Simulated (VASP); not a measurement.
# KAg (Imma) in VASP: further runs, part 2 of 2

VASP 6.6.1.

### 3 Single point, PBE

INCAR reads:

```
SYSTEM = KAg
PREC = Accurate
ENCUT = 520
EDIFF = 1E-7
ISMEAR = 0
SIGMA = 0.1
LREAL = .FALSE.
LASPH = .TRUE.
NELM = 80
ALGO = Fast
ISIF = 2
LWAVE = .FALSE.
LCHARG = .FALSE.
GGA = PE
NBANDS = 28
```

KPOINTS reads:

```
regular mesh
0
G
  6 6 6
  0 0 0
```

POSCAR reads:

```
KAg
1.0
   -2.1466717176      2.8129795036      5.6788838891
    2.1466717176     -2.8129795036      5.6788838891
    2.1466717176      2.8129795036     -5.6788838891
K Ag
2 2
Direct
    0.8528546256      0.6028546256      0.2500000000
    0.1471453744      0.3971453744      0.7500000000
    0.5800124052      0.8300124052      0.7500000000
    0.4199875948      0.1699875948      0.2500000000
```

Potentials or basis: VASP PAW PBE potentials, release 64 (K_sv, Ag).

Started as:

```sh
> cat potpaw_PBE.64/K_sv/POTCAR potpaw_PBE.64/Ag/POTCAR > POTCAR
> mpirun -np 1 vasp_std > vasp.out
```

It took 5.3 min on 1 thread of Intel Xeon 6975P-C (Granite Rapids), shared host; peak memory 0.42 GiB.

It converged, with:

```yaml
Free_energy: -7.2773 eV
Pressure: 0.0 GPa
Largest_force: 0.003 eV/Å
Band_gap_on_the_k_mesh: zero (bands 20 and 21 overlap by 0.87 eV)
```

Forces on the atoms (eV/Å):
```
K    0.000  0.000  0.001
K    0.000  0.000 -0.001
Ag   0.000  0.000 -0.003
Ag   0.000  0.000  0.003
```

Stress tensor (GPa, compression positive):
```
-0.08  0.00  0.00
 0.00 -0.01  0.00
 0.00  0.00  0.03
```

Levels at points of the mesh, in eV from the Fermi level:
| k point | band 16 | band 17 | band 18 | band 19 | band 20 | band 21 | band 22 | band 23 | band 24 | band 25 |
| --- | --- | --- | --- | --- | --- | --- | --- | --- | --- | --- |
| (0.00, 0.00, 0.00) | -3.88 | -3.74 | -3.54 | -3.35 | 0.19 | 1.37 | 1.62 | 3.14 | 3.17 | 3.28 |
| (0.50, 0.00, 0.00) | -3.73 | -3.63 | -3.34 | -3.08 | -1.35 | 0.46 | 0.92 | 3.31 | 3.67 | 4.35 |
| (0.00, 0.50, 0.00) | -3.77 | -3.76 | -3.71 | -1.54 | -1.53 | 0.70 | 1.71 | 1.97 | 3.01 | 3.21 |
| (0.50, 0.50, 0.00) | -3.78 | -3.73 | -3.73 | -1.26 | -1.26 | 1.17 | 1.17 | 1.54 | 1.54 | 3.93 |
| (0.50, 0.50, 0.50) | -3.80 | -3.75 | -3.32 | -3.13 | -1.93 | 1.32 | 1.92 | 3.51 | 3.94 | 4.26 |

### 4 Relaxation of cell and atoms, PBE

This run uses another cell than the first one, of 28.79 Å³/atom.

INCAR reads:

```
SYSTEM = KAg
  ALGO = Fast
  EDIFF = 1E-7
  EDIFFG = -0.04
  ENCUT = 600
  GGA = PE
  IBRION = 2
  ISIF = 3
  ISMEAR = 0
  LASPH = .TRUE.
  LCHARG = .FALSE.
  LREAL = .FALSE.
  LWAVE = .FALSE.
  NELM = 100
  NSW = 90
  PREC = Accurate
  SIGMA = 0.1
```

KPOINTS reads:

```
k-points
0
G
  4 4 4
  0 0 0
```

POSCAR reads:

```
KAg
1.0
   -2.3667267358      3.3787912375      3.6004094061
    2.3667267358     -3.3787912375      3.6004094061
    2.3667267358      3.3787912375     -3.6004094061
K Ag
2 2
Direct
    0.3108035744      0.5608035744      0.7500000000
    0.6891964256      0.4391964256      0.2500000000
    0.2500000000      0.0000000000      0.2500000000
    0.7500000000      0.0000000000      0.7500000000
```

Started as:

```sh
> cat potpaw_PBE.64/K_sv/POTCAR potpaw_PBE.64/Ag/POTCAR > POTCAR
> mpirun -np 1 vasp_std > vasp.out
```

Run time: 24 min. Hardware: 1 thread of Intel Xeon 6975P-C (Granite Rapids), shared host; peak memory 0.4 GiB.

Results (log left out):

| Property | Result |
| --- | --- |
| Free energy | -6.9944 eV |
| Relaxed volume | 30.69 Å³/atom |
| Relaxed cell | a = 5.523 Å, b = 5.523 Å, c = 5.523 Å, α = 116.42°, β = 119.07°, γ = 93.97° |
| Space group after relaxing (to 0.1 Å) | Imma (No. 74) |
| Energy gained by relaxing | 1086.1 meV/atom |
| Ionic steps | 22 |
| Pressure after relaxing | 0.0 GPa |
| Largest force after relaxing | 0.040 eV/Å |
| Band gap on the k mesh | zero (bands 20 and 21 overlap by 2.12 eV) |

Forces in eV/Å, atoms in the order of the input:
```
K    0.000  0.000  0.005
K    0.000  0.000 -0.005
Ag   0.000  0.000  0.040
Ag   0.000  0.000 -0.040
```

Stress tensor (GPa, compression positive):
```
-0.05  0.00  0.00
 0.00  0.02  0.00
 0.00  0.00  0.09
```

Step by step:
```csv
step,energy change (eV),largest force (eV/Å),pressure (GPa),volume (Å³)
1,0.0000,1.7422,14.13,115.17
2,-3.7854,0.3071,-0.83,157.58
3,-3.7896,0.2960,-0.91,158.56
4,-3.8635,0.2904,-0.84,152.95
5,-3.9843,0.2814,0.06,136.54
6,-4.0099,0.2854,0.15,134.94
7,-4.0717,0.2998,0.49,130.20
8,-4.0975,0.3184,1.54,120.94
9,-4.1056,0.3171,1.16,123.74
10,-4.1232,0.2852,1.06,124.02
11,-4.1687,0.1946,0.76,124.86
12,-4.2313,0.0913,0.25,126.55
13,-4.2600,0.0886,-0.33,129.94
14,-4.2655,0.0508,-0.23,129.01
15,-4.2922,0.0458,-0.26,128.15
16,-4.3319,0.0322,-0.21,125.73
17,-4.3074,0.1776,0.45,119.82
18,-4.3373,0.0776,-0.07,123.72
19,-4.3377,0.0695,-0.10,124.09
20,-4.3409,0.0504,-0.02,123.25
21,-4.3430,0.0361,0.14,121.82
22,-4.3446,0.0399,0.02,122.77
```

Final structure:
```yaml
crystal:
  lattice:
    - [-2.90948, 2.79993, 3.76749]
    - [2.90948, -2.79993, 3.76749]
    - [2.90948, 2.79993, -3.76749]
  atoms:
    - { symbol: K, position: [0.37749, 0.62749, 0.75000] }
    - { symbol: K, position: [0.62251, 0.37251, 0.25000] }
    - { symbol: Ag, position: [0.13575, 0.88575, 0.25000] }
    - { symbol: Ag, position: [0.86425, 0.11425, 0.75000] }
```

Levels at points of the mesh, in eV from the Fermi level:
```csv
k point,band 18,band 19,band 20,band 21,band 22,band 23
"(0.00, 0.00, 0.00)",-3.97,-3.90,2.11,2.29,2.29,2.60
"(0.50, 0.00, 0.00)",-3.88,-2.61,-1.95,0.98,1.20,2.55
"(0.00, 0.50, 0.00)",-3.96,-2.80,-1.81,1.07,1.32,2.64
"(0.50, 0.50, 0.00)",-3.89,-2.10,-2.10,1.14,1.14,2.05
"(0.50, 0.50, 0.50)",-3.95,-2.08,-1.76,0.73,0.97,1.88
```

Caveat: the k points lie up to 0.35 Å⁻¹ apart in the final cell, too coarse for converged energies and pressures of a metal.

### 5 Relaxation of cell and atoms, PBE

INCAR reads:

```
SYSTEM = KAg
  PREC = Accurate
  ENCUT = 600
  EDIFF = 1E-6
  ISMEAR = 0
  SIGMA = 0.1
  LREAL = .False.
  LASPH = .True.
  NELM = 80
  ALGO = Fast
  ISIF = 3
  LWAVE = .False.
  LCHARG = .False.
  GGA = PE
  IBRION = 2
  NSW = 90
  EDIFFG = -0.04
```

KPOINTS reads:

```
Automatic mesh
0
Gamma
  6 6 6
  0 0 0
```

POSCAR reads:

```
KAg
1.0
   -2.1490928865      2.8228753552      5.6482973125
    2.1490928865     -2.8228753552      5.6482973125
    2.1490928865      2.8228753552     -5.6482973125
K Ag
2 2
Direct
    0.8530327427      0.6030327427      0.2500000000
    0.1469672573      0.3969672573      0.7500000000
    0.5781770806      0.8281770806      0.7500000000
    0.4218229194      0.1718229194      0.2500000000
```

Started as:

```sh
> cat potpaw_PBE.64/K_sv/POTCAR potpaw_PBE.64/Ag/POTCAR > POTCAR
> mpirun -np 1 vasp_std > vasp.out
```

It took 7.6 min on 1 thread of Intel Xeon 6975P-C (Granite Rapids), shared host; peak memory 0.5 GiB.

The run converged. Its results:

```
Free energy                           : -7.2766 eV
Relaxed volume                        : 34.62 Å³/atom
Relaxed cell                          : a = 6.705 Å, b = 6.705 Å, c = 6.705 Å, α = 142.42°, β = 130.28°, γ = 63.95°
Space group after relaxing (to 0.1 Å) : Imma (No. 74)
Energy gained by relaxing             : 0.4 meV/atom
Ionic steps                           : 3
Pressure after relaxing               : -0.1 GPa
Band gap on the k mesh                : zero (bands 20 and 21 overlap by 0.88 eV)
```

Forces in eV/Å, atoms in the order of the input:
```
K    0.000  0.000  0.002
K    0.000  0.000 -0.002
Ag   0.000  0.000  0.002
Ag   0.000  0.000 -0.002
```

Stress tensor (GPa, compression positive):
```
-0.18  0.00  0.00
 0.00 -0.10  0.00
 0.00  0.00 -0.04
```

Step by step:
| step | energy change (eV) | largest force (eV/Å) | pressure (GPa) | volume (Å³) |
| --- | --- | --- | --- | --- |
| 1 | 0.0000 | 0.0783 | 0.11 | 137.06 |
| 2 | -0.0010 | 0.0515 | 0.04 | 137.53 |
| 3 | -0.0014 | 0.0021 | -0.11 | 138.47 |

Final structure:
```
CELL_PARAMETERS angstrom
-2.15940 2.81861 5.68747
2.15940 -2.81861 5.68747
2.15940 2.81861 -5.68747
ATOMIC_POSITIONS crystal
K 0.85286 0.60286 0.25000
K 0.14714 0.39714 0.75000
Ag 0.57917 0.82917 0.75000
Ag 0.42083 0.17083 0.25000
```

Levels at points of the mesh, in eV from the Fermi level:
| k point | band 18 | band 19 | band 20 | band 21 | band 22 | band 23 |
| --- | --- | --- | --- | --- | --- | --- |
| (0.00, 0.00, 0.00) | -3.53 | -3.35 | 0.20 | 1.38 | 1.62 | 3.14 |
| (0.50, 0.00, 0.00) | -3.34 | -3.07 | -1.34 | 0.46 | 0.94 | 3.32 |
| (0.00, 0.50, 0.00) | -3.70 | -1.55 | -1.54 | 0.70 | 1.71 | 1.98 |
| (0.50, 0.50, 0.00) | -3.72 | -1.27 | -1.27 | 1.17 | 1.17 | 1.53 |
| (0.50, 0.50, 0.50) | -3.33 | -3.12 | -1.91 | 1.32 | 1.92 | 3.50 |

### 6 The runs side by side

| task | cell | k mesh | cutoff (eV) | gap on the mesh (eV) | pressure (GPa) | relaxed volume (Å³/atom) | largest force (eV/Å) |
| --- | --- | --- | --- | --- | --- | --- | --- |
| single point | a = 6.670 Å, angles 142.4, 129.9, 64.3°, 4 atoms, atomic positions A | 4 × 4 × 4 | 520 | none | 0.0 | - | 0.01 |
| single point | a = 6.691 Å, angles 142.6, 130.3, 63.9°, 4 atoms, atomic positions B | 6 × 6 × 6 | 520 | none | 0.0 | - | - |
| relaxation of cell and atoms | relaxed from a = 5.475 Å, angles 128.8, 103.8, 97.8°, 4 atoms, atomic positions C | 4 × 4 × 4 | 600 | none | 0.0 | 30.69 | 0.04 |
| relaxation of cell and atoms | relaxed from a = 6.670 Å, angles 142.4, 129.9, 64.3°, 4 atoms, atomic positions A | 6 × 6 × 6 | 600 | none | -0.1 | 34.62 | - |

Alike in all rows: level PBE; potentials or basis VASP PAW PBE potentials, release 64 (K_sv, Ag); no spin polarisation; smearing gaussian 0.1 eV.

Caveats: some runs use coarse meshes.

Total energies depend on the potentials used, so only differences within one code and one set of settings carry meaning.
